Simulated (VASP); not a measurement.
Wanted: the native input for a VASP 6.6.1 run.

- Task: single point
- Functional: PBE
- Potentials or basis: VASP PAW PBE potentials, release 64 (Al, N)
- Cutoff: 520 eV
- k mesh: 2 × 2 × 4, shifted
- Occupations: fermi-dirac, width 0.01 eV
- Spin: no spin polarisation
- Dipole correction: no
- Further INCAR settings: LREAL = Auto; ALGO = Normal; EDIFF = 1e-06; NBANDS = 46

The structure of AlN lies in POSCAR:

```
AlN
1.0
    6.2595139086      0.0000000608      0.0000000000
   -3.1297570086      5.4208980308      0.0000000000
    0.0000000000      0.0000000000      5.0174032950
Al N
8 8
Direct
    0.3335524029      0.1664661886      0.5000247806
    0.3335524029      0.6664661886      0.5000247806
    0.8335524029      0.1664661886      0.5000247806
    0.8335524029      0.6664661886      0.5000247806
    0.1664661886      0.3335524029      0.0000247806
    0.1664661886      0.8335524029      0.0000247806
    0.6664661886      0.3335524029      0.0000247806
    0.6664661886      0.8335524029      0.0000247806
    0.3319615438      0.1680198647      0.8799752194
    0.1680198647      0.3319615438      0.3799752194
    0.3319615438      0.6680198647      0.8799752194
    0.1680198647      0.8319615438      0.3799752194
    0.8319615438      0.1680198647      0.8799752194
    0.6680198647      0.3319615438      0.3799752194
    0.8319615438      0.6680198647      0.8799752194
    0.6680198647      0.8319615438      0.3799752194
```

These files were run (other wordings do the same):

INCAR

```
SYSTEM = AlN
PREC = Accurate ; ENCUT = 520
EDIFF = 1E-6 ; ISMEAR = -1
SIGMA = 0.01 ; LREAL = Auto
LASPH = .True. ; NELM = 80
ALGO = Normal ; ISIF = 2
LWAVE = .False. ; LCHARG = .False.
GGA = PE ; NBANDS = 46
```

KPOINTS

```
Automatic mesh
0
Gamma
  2 2 4
  0.5 0.5 0.5
```

Potentials or basis: VASP PAW PBE potentials, release 64 (Al, N).

Launch:

```sh
$ cat potpaw_PBE.64/Al/POTCAR potpaw_PBE.64/N/POTCAR > POTCAR
$ mpirun -np 1 vasp_std > vasp.out
```

Results of the run:

```
Pressure               : -0.1 GPa
Largest force          : 0.225 eV/Å
Band gap on the k mesh : 5.29 eV
```

Caveat: the k points lie up to 0.58 Å⁻¹ apart; a shifted mesh leaves out Γ, where band edges can lie.

It took 3.6 min on 1 thread of Intel(R) Xeon(R) Platinum 8259CL CPU @ 2.50GHz (Skylake/Cascade Lake) (shared host), peak memory 0.32 GiB.
